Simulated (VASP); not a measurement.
# Rh (Fd-3m) in VASP: notebook

Rh is run at these levels: PBE; tasks: single point.

Everything below comes from runs of VASP 6.6.1. Logs are shortened: lines on timing, memory, paths and dates and some standing lists are left out, and cuts for length are marked.

## (1) The cell of the first run

Symmetry: Fd-3m, No. 227, cubic system. Conventional cell: a = 4.375 Å, b = 4.375 Å, c = 4.375 Å, α = 90.00°, β = 90.00°, γ = 90.00°. Within 2.5 Å of Rh (site symmetry -43m) lie 4 Rh at 1.89 Å.

## (2) Single point, PBE

File INCAR:

```
SYSTEM = Rh
ALGO     = Normal         ! electronic algorithm
EDIFF    = 1E-6           ! SCF threshold, eV
ENCUT    = 500            ! plane-wave cutoff, eV
GGA      = PE             ! functional
GGA_COMPAT= .FALSE.      
ISIF     = 2              ! what is computed and relaxed
ISMEAR   = 0              ! smearing method
LASPH    = .TRUE.         ! aspherical terms in the spheres
LCHARG   = .FALSE.        ! write CHGCAR
LREAL    = .FALSE.        ! projectors in reciprocal space
LWAVE    = .FALSE.        ! write WAVECAR
NBANDS   = 22             ! bands
NELM     = 120            ! most SCF steps
PREC     = Accurate       ! precision mode
SIGMA    = 0.005          ! smearing width, eV
```

File KPOINTS:

```
k-points
0
G
  13 13 13
  0 0 0
```

File POSCAR:

```
Rh
1.0
    0.0000000000      2.1876324483      2.1876324483
    2.1876324483      0.0000000000      2.1876324483
    2.1876324483      2.1876324483      0.0000000000
Rh
2
Direct
   -0.1250000000     -0.1250000000     -0.1250000000
    0.1250000000      0.1250000000      0.1250000000
```

Potentials or basis: VASP PAW PBE potentials, release 64 (Rh_pv).

Run with:

```console
> cat potpaw_PBE.64/Rh_pv/POTCAR > POTCAR
> mpirun -np 1 vasp_std > vasp.out
```

OUTCAR:

```text
SYSTEM = Rh
   EDIFF = 1E-6
   ENCUT = 500
   GGA = PE
   ISIF = 2
   ISMEAR = 0
   LASPH = .TRUE.
   LREAL = .FALSE.
   NELM = 120
   PREC = Accurate

 ion  position               nearest neighbor table
   1  0.875  0.875  0.875-   2 1.89   2 1.89   2 1.89   2 1.89
   2  0.125  0.125  0.125-   1 1.89   1 1.89   1 1.89   1 1.89

  LATTYP: Found a face centered cubic cell.
 ALAT       =     4.3752648966

  Lattice vectors:

 A1 = (   0.0000000000,   2.1876324483,   2.1876324483)
 A2 = (   2.1876324483,   0.0000000000,   2.1876324483)
 A3 = (   2.1876324483,   2.1876324483,   0.0000000000)

Analysis of symmetry for initial positions (statically):
=====================================================================
 Subroutine PRICEL returns:
 Original cell was already a primitive cell.

 Routine SETGRP: Setting up the symmetry group for a
 face centered cubic supercell.

 Subroutine GETGRP returns: Found 48 space group operations
 (whereof 12 operations were pure point group operations)
 out of a pool of 48 trial point group operations.

The static configuration has the point symmetry D_3d.
 The point group associated with its full space group is O_h .

Analysis of symmetry for dynamics (positions and initial velocities):
=====================================================================
 Subroutine PRICEL returns:
 Original cell was already a primitive cell.

 Routine SETGRP: Setting up the symmetry group for a
 face centered cubic supercell.

 Subroutine GETGRP returns: Found 48 space group operations
 (whereof 12 operations were pure point group operations)
 out of a pool of 48 trial point group operations.

The dynamic configuration has the point symmetry D_3d.
 The point group associated with its full space group is O_h .

 Subroutine INISYM returns: Found 48 space group operations
 (whereof 12 operations are pure point group operations),
 and found     1 'primitive' translations

----------------------------------------------------------------------------------------

                                     Primitive cell

  volume of cell :      20.9389

  direct lattice vectors                    reciprocal lattice vectors
     0.000000000  2.187632448  2.187632448    -0.228557590  0.228557590  0.228557590
     2.187632448  0.000000000  2.187632448     0.228557590 -0.228557590  0.228557590
     2.187632448  2.187632448  0.000000000     0.228557590  0.228557590 -0.228557590

[... 73 lines left out ...]
 SYSTEM =  Rh
   PREC   = accura    normal or accurate (medium, high low for compatibility)
   ISTART =      0    job   : 0-new  1-cont  2-samecut
   ICHARG =      2    charge: 1-file 2-atom 10-const
   ISPIN  =      1    spin polarized calculation?
   LNONCOLLINEAR =      F non collinear calculations
   LSORBIT =      F    spin-orbit coupling
   LASPH  =      T    aspherical Exc in radial PAW
   ENCUT  =  500.0 eV  36.75 Ry    6.06 a.u.   5.64  5.64  5.64*2*pi/ulx,y,z
   NELM   =    120;   NELMIN=  2; NELMDL= -5     # of ELM steps
   EDIFF  = 0.1E-05   stopping-criterion for ELM
   LREAL  =      F    real-space projection
   EDIFFG = 0.1E-04   stopping-criterion for IOM
   NSW    =      0    number of steps for IOM
   IBRION =     -1    ionic relax: 0-MD 1-quasi-New 2-CG
   NFREE  =      0    steps in history (QN), initial steepest desc. (CG)
   ISIF   =      2    stress and relaxation
   ISYM   =      2    0-nonsym 1-usesym 2-fastsym
   POTIM  = 0.5000    time-step for ionic-motion
   TEBEG  =    0.0;   TEEND  =   0.0 temperature during run
   PSTRESS=    0.0 pullay stress
   NELECT =      30.0000    total number of electrons
   NUPDOWN=      -1.0000    fix difference up-down
   EMIN   =  10.00;   EMAX   =-10.00  energy-range for DOS
   EFERMI =   0.00;   METHOD = LEGACY
   ISMEAR =     0;   SIGMA  =   0.01  broadening in eV -4-tet -1-fermi 0-gaus
   EFERMI_NEDOS =   21; number of points for ismear=-14 and -15
   IALGO  =     38    algorithm
   IMIX   =      4    mixing-type and parameters
     AMIX     =   0.40;   BMIX     =  1.00
     AMIX_MAG =   1.60;   BMIX_MAG =  1.00
  volume/ion in A,a.u.               =      10.47        70.65
  Fermi-wavevector in a.u.,A,eV,Ry     =   1.845572  3.487625 46.343273  3.406134
  Thomas-Fermi vector in A             =   2.896806
   LORBIT       =      0    0 simple, 1 ext, 2 COOP (PROOUT), +10 PAW based schemes
   GGA     = PE    functional components
   LHFCALC =     F    Hartree Fock is set to
   AEXX    =    0.0000 exact exchange contribution
   IVDW    =     0    specifies the selected vdW correction
   LEPSILON=     F    determine dielectric tensor
   LRPA    =     F    only Hartree local field effects (RPA)
 non-spin polarized calculation
 Gauss-broadening in eV      SIGMA  =   0.01
  energy-cutoff  :      500.00
  volume of cell :       20.94
 maximum number of plane-waves:       542
   NGX = 11   NGY = 11   NGZ = 11

 number of electron      30.0000009 magnetization

 Free energy of the ion-electron system (eV)
  ---------------------------------------------------
  ext. energy  EPLUGINS =         0.00000000
  ---------------------------------------------------
  free energy    TOTEN  =         4.12592393 eV

  energy without entropy =        4.12603493  energy(sigma->0) =        4.12597943

 E-fermi :  18.8829     XC(G=0): -15.4323

 val. band max:       18.8813785414   @ k =  -0.3846   0.1538   0.0000
 cond. band min:      18.8846370789   @ k =   0.3846   0.1538   0.0769
 fundamental gap:      0.0032585375
 Fermi energy:        18.8829029293

 k-point     1 :       0.0000    0.0000    0.0000
  band No.  band energies     occupation
      1     -32.8115      2.00000
      2     -32.8115      2.00000
      3     -32.8115      2.00000
      4     -29.2735      2.00000
      5     -29.2735      2.00000
      6     -29.2735      2.00000
[... 589 lines left out ...]
     21      33.9473      0.00000
     22      37.0302      0.00000

 [... further k-points ...]
[... 5 lines left out ...]
  --------------------------------------------------------------------------------------
  -------------------------------------------------------------------------------------
  Total       61.8972788     61.8972788     61.8972788      0.0000000      0.0000000     -0.0000000
  in kB     4736.1895370   4736.1895370   4736.1895370      0.0000000      0.0000000     -0.0000000
  external PRESSURE =    4736.1895370 kB  Pullay stress =       0.0000000 kB

 VOLUME and BASIS-vectors are now :
 -----------------------------------------------------------------------------
  energy-cutoff  :      500.00
  volume of cell :       20.94
      direct lattice vectors                 reciprocal lattice vectors
     0.000000000  2.187632448  2.187632448    -0.228557590  0.228557590  0.228557590
     2.187632448  0.000000000  2.187632448     0.228557590 -0.228557590  0.228557590
     2.187632448  2.187632448  0.000000000     0.228557590  0.228557590 -0.228557590

 POSITION                                       TOTAL-FORCE (eV/Angst)
 -----------------------------------------------------------------------------------
      3.82836      3.82836      3.82836        -0.000000     -0.000000     -0.000000
      0.54691      0.54691      0.54691         0.000000      0.000000      0.000000
 -----------------------------------------------------------------------------------
    total drift:                                0.000000      0.000000      0.000000

  FREE ENERGIE OF THE ION-ELECTRON SYSTEM (eV)
  ---------------------------------------------------
  free  energy   TOTEN  =         4.1259239262 eV

  energy  without entropy=        4.1260349330  energy(sigma->0) =        4.12597943
```

OSZICAR:

```text
N       E                     dE             d eps       ncg     rms          rms(c)
DAV:   1     0.345703616846E+03    0.34570E+03   -0.18262E+04  3704   0.163E+03
DAV:   2     0.116946248931E+02   -0.33401E+03   -0.32113E+03  3876   0.494E+02
DAV:   3     0.375611699905E+01   -0.79385E+01   -0.79188E+01  4212   0.855E+01
DAV:   4     0.370567666632E+01   -0.50440E-01   -0.50433E-01  4274   0.681E+00
DAV:   5     0.370491097043E+01   -0.76570E-03   -0.76563E-03  4248   0.840E-01    0.690E+01
DAV:   6     0.397781048447E+01    0.27290E+00   -0.16839E-02  4530   0.144E+00    0.413E+01
DAV:   7     0.412549469436E+01    0.14768E+00   -0.37091E-02  4674   0.220E+00    0.578E-01
DAV:   8     0.412535284965E+01   -0.14184E-03   -0.87682E-03  3924   0.956E-01    0.326E-01
DAV:   9     0.412590314369E+01    0.55029E-03   -0.12179E-03  4386   0.409E-01    0.616E-02
DAV:  10     0.412591844365E+01    0.15300E-04   -0.56676E-05  4506   0.733E-02    0.227E-02
DAV:  11     0.412592097876E+01    0.25351E-05   -0.86608E-06  4350   0.295E-02    0.134E-02
DAV:  12     0.412592361160E+01    0.26328E-05   -0.22847E-06  3836   0.171E-02    0.437E-03
DAV:  13     0.412592392616E+01    0.31456E-06   -0.30343E-07  2934   0.551E-03
   1 F= 0.41259239E+01 E0= 0.41259794E+01  d E =-.111007E-03
```

stdout:

```text
POSCAR found type information on POSCAR Rh
 POSCAR found :  1 types and       2 ions
 scaLAPACK will be used
 LDA part: xc-table for (Slater+PW92), standard interpolation
 POSCAR, INCAR and KPOINTS ok, starting setup
 FFT: planning ... GRIDC
 FFT: planning ... GRID_SOFT
 FFT: planning ... GRID
 WAVECAR not read
 entering main loop
```

Run time: 25 s. Hardware: 1 thread of AMD EPYC 9R45 (Zen 5), shared host; peak memory 0.13 GiB.

What came out:

- Free energy: 4.1259 eV
- Pressure: 473.6 GPa
- Band gap on the k mesh: zero (band 15 reaches 20.57 eV, above the bottom of band 16 at 17.79 eV)

Levels at points of the mesh, in eV from the Fermi level:
```tsv
k point	band 12	band 13	band 14	band 15	band 16	band 17	band 18	band 19
(0.00, 0.00, 0.00)	-8.03	-2.79	-2.79	-2.79	1.95	1.95	13.38	13.95
```

## (3) Single point, PBE (volume scaled by 0.58)

File INCAR:

```
SYSTEM = Rh
  ALGO = Normal
  EDIFF = 1E-6
  ENCUT = 500
  GGA = PE
  GGA_COMPAT = .FALSE.
  ISIF = 2
  ISMEAR = -1
  LASPH = .TRUE.
  LCHARG = .TRUE.
  LELF = .TRUE.
  LREAL = .FALSE.
  LVHAR = .TRUE.
  LWAVE = .FALSE.
  NBANDS = 22
  NELM = 120
  PREC = Accurate
  SIGMA = 0.05
```

KPOINTS is that of step 2.

File POSCAR:

```
Rh
1.0
    0.0000000000      2.2985838600      2.2985838600
    2.2985838600      0.0000000000      2.2985838600
    2.2985838600      2.2985838600      0.0000000000
Rh
2
Direct
   -0.1250000000     -0.1250000000     -0.1250000000
    0.1250000000      0.1250000000      0.1250000000
```

Potentials or basis: VASP PAW PBE potentials, release 64 (Rh_pv).

Run with:

```console
> cat potpaw_PBE.64/Rh_pv/POTCAR > POTCAR
> mpirun -np 1 vasp_std > vasp.out
```

OUTCAR:

```text
SYSTEM = Rh
   EDIFF = 1E-6
   ENCUT = 500
   GGA = PE
   ISIF = 2
   ISMEAR = -1
   LASPH = .TRUE.
   LREAL = .FALSE.
   NELM = 120
   PREC = Accurate

 ion  position               nearest neighbor table
   1  0.875  0.875  0.875-   2 1.99   2 1.99   2 1.99   2 1.99
   2  0.125  0.125  0.125-   1 1.99   1 1.99   1 1.99   1 1.99

  LATTYP: Found a face centered cubic cell.
 ALAT       =     4.5971677200

  Lattice vectors:

 A1 = (   0.0000000000,   2.2985838600,   2.2985838600)
 A2 = (   2.2985838600,   0.0000000000,   2.2985838600)
 A3 = (   2.2985838600,   2.2985838600,   0.0000000000)

Analysis of symmetry for initial positions (statically):
=====================================================================
 Subroutine PRICEL returns:
 Original cell was already a primitive cell.

 Routine SETGRP: Setting up the symmetry group for a
 face centered cubic supercell.

 Subroutine GETGRP returns: Found 48 space group operations
 (whereof 12 operations were pure point group operations)
 out of a pool of 48 trial point group operations.

The static configuration has the point symmetry D_3d.
 The point group associated with its full space group is O_h .

Analysis of symmetry for dynamics (positions and initial velocities):
=====================================================================
 Subroutine PRICEL returns:
 Original cell was already a primitive cell.

 Routine SETGRP: Setting up the symmetry group for a
 face centered cubic supercell.

 Subroutine GETGRP returns: Found 48 space group operations
 (whereof 12 operations were pure point group operations)
 out of a pool of 48 trial point group operations.

The dynamic configuration has the point symmetry D_3d.
 The point group associated with its full space group is O_h .

 Subroutine INISYM returns: Found 48 space group operations
 (whereof 12 operations are pure point group operations),
 and found     1 'primitive' translations

----------------------------------------------------------------------------------------

[... 104 lines left out ...]
   NUPDOWN=      -1.0000    fix difference up-down
   EMIN   =  10.00;   EMAX   =-10.00  energy-range for DOS
   EFERMI =   0.00;   METHOD = LEGACY
   ISMEAR =    -1;   SIGMA  =   0.05  broadening in eV -4-tet -1-fermi 0-gaus
   EFERMI_NEDOS =   21; number of points for ismear=-14 and -15
   IALGO  =     38    algorithm
   IMIX   =      4    mixing-type and parameters
     AMIX     =   0.40;   BMIX     =  1.00
     AMIX_MAG =   1.60;   BMIX_MAG =  1.00
  volume/ion in A,a.u.               =      12.14        81.96
  Fermi-wavevector in a.u.,A,eV,Ry     =   1.756487  3.319279 41.977320  3.085246
  Thomas-Fermi vector in A             =   2.826027
   LORBIT       =      0    0 simple, 1 ext, 2 COOP (PROOUT), +10 PAW based schemes
   GGA     = PE    functional components
   LHFCALC =     F    Hartree Fock is set to
   AEXX    =    0.0000 exact exchange contribution
   IVDW    =     0    specifies the selected vdW correction
   LEPSILON=     F    determine dielectric tensor
   LRPA    =     F    only Hartree local field effects (RPA)
 non-spin polarized calculation
  energy-cutoff  :      500.00
  volume of cell :       24.29
 maximum number of plane-waves:       628
   NGX = 11   NGY = 11   NGZ = 11

 number of electron      30.0000006 magnetization

 Free energy of the ion-electron system (eV)
  ---------------------------------------------------
  ext. energy  EPLUGINS =         0.00000000
  ---------------------------------------------------
  free energy    TOTEN  =        -3.47455643 eV

  energy without entropy =       -3.46275822  energy(sigma->0) =       -3.46865733

 E-fermi :  15.4862     XC(G=0): -14.4314

 val. band max:       15.4480882458   @ k =  -0.4615   0.3077   0.1538
 cond. band min:      15.4876104769   @ k =   0.3846   0.3846   0.0000
 fundamental gap:      0.0395222311
 Fermi energy:        15.4862017511

 k-point     1 :       0.0000    0.0000    0.0000
  band No.  band energies     occupation
      1     -34.7685      2.00000
      2     -34.7685      2.00000
      3     -34.7685      2.00000
      4     -32.2271      2.00000
      5     -32.2271      2.00000
      6     -32.2271      2.00000
[... 589 lines left out ...]
     21      28.9556      0.00000
     22      33.0687      0.00000

 [... further k-points ...]
[... 5 lines left out ...]
  --------------------------------------------------------------------------------------
  -------------------------------------------------------------------------------------
  Total       41.0390216     41.0390216     41.0390216      0.0000000      0.0000000      0.0000000
  in kB     2707.0515551   2707.0515551   2707.0515551      0.0000000      0.0000000      0.0000000
  external PRESSURE =    2707.0515551 kB  Pullay stress =       0.0000000 kB

 VOLUME and BASIS-vectors are now :
 -----------------------------------------------------------------------------
  energy-cutoff  :      500.00
  volume of cell :       24.29
      direct lattice vectors                 reciprocal lattice vectors
     0.000000000  2.298583860  2.298583860    -0.217525237  0.217525237  0.217525237
     2.298583860  0.000000000  2.298583860     0.217525237 -0.217525237  0.217525237
     2.298583860  2.298583860  0.000000000     0.217525237  0.217525237 -0.217525237

 POSITION                                       TOTAL-FORCE (eV/Angst)
 -----------------------------------------------------------------------------------
      4.02252      4.02252      4.02252         0.000000     -0.000000      0.000000
      0.57465      0.57465      0.57465        -0.000000      0.000000     -0.000000
 -----------------------------------------------------------------------------------
    total drift:                                0.000000      0.000000      0.000000

  FREE ENERGIE OF THE ION-ELECTRON SYSTEM (eV)
  ---------------------------------------------------
  free  energy   TOTEN  =        -3.4745564301 eV

  energy  without entropy=       -3.4627582220  energy(sigma->0) =       -3.46865733
```

OSZICAR:

```text
N       E                     dE             d eps       ncg     rms          rms(c)
DAV:   1     0.340430028747E+03    0.34043E+03   -0.18525E+04  3712   0.159E+03
DAV:   2     0.375766321088E+01   -0.33667E+03   -0.32313E+03  3900   0.484E+02
DAV:   3    -0.376493376943E+01   -0.75226E+01   -0.75037E+01  4200   0.823E+01
DAV:   4    -0.381600681940E+01   -0.51073E-01   -0.51068E-01  4332   0.672E+00
DAV:   5    -0.381682076696E+01   -0.81395E-03   -0.81393E-03  4302   0.855E-01    0.450E+01
DAV:   6    -0.357090278263E+01    0.24592E+00   -0.14970E-01  4218   0.425E+00    0.262E+01
DAV:   7    -0.347625391400E+01    0.94649E-01   -0.42801E-02  4590   0.232E+00    0.177E+00
DAV:   8    -0.347453247360E+01    0.17214E-02   -0.86915E-03  3888   0.103E+00    0.691E-02
DAV:   9    -0.347455634692E+01   -0.23873E-04   -0.16537E-04  4690   0.118E-01    0.248E-02
DAV:  10    -0.347455643011E+01   -0.83191E-07   -0.78004E-06  4218   0.239E-02
   1 F= -.34745564E+01 E0= -.34686573E+01  d E =-.117982E-01
```

stdout:

```text
POSCAR found type information on POSCAR Rh
 POSCAR found :  1 types and       2 ions
 scaLAPACK will be used
 LDA part: xc-table for (Slater+PW92), standard interpolation
 POSCAR, INCAR and KPOINTS ok, starting setup
 FFT: planning ... GRIDC
 FFT: planning ... GRID_SOFT
 FFT: planning ... GRID
 WAVECAR not read
 entering main loop
```

Run time: 19 s. Hardware: 1 thread of AMD EPYC 9R45 (Zen 5), shared host; peak memory 0.13 GiB.

What came out:

```yaml
Free_energy: -3.4746 eV
Pressure: 270.7 GPa
Band_gap_on_the_k_mesh: zero (band 15 reaches 16.99 eV, above the bottom of band 16 at 14.54 eV)
```

Levels at points of the mesh, in eV from the Fermi level:
```
           k point  band 11  band 12  band 13  band 14  band 15  band 16  band 17  band 18  band 19  band 20
(0.00, 0.00, 0.00)    -7.03    -7.03    -2.53    -2.53    -2.53     1.42     1.42    13.49    13.97    13.97
```
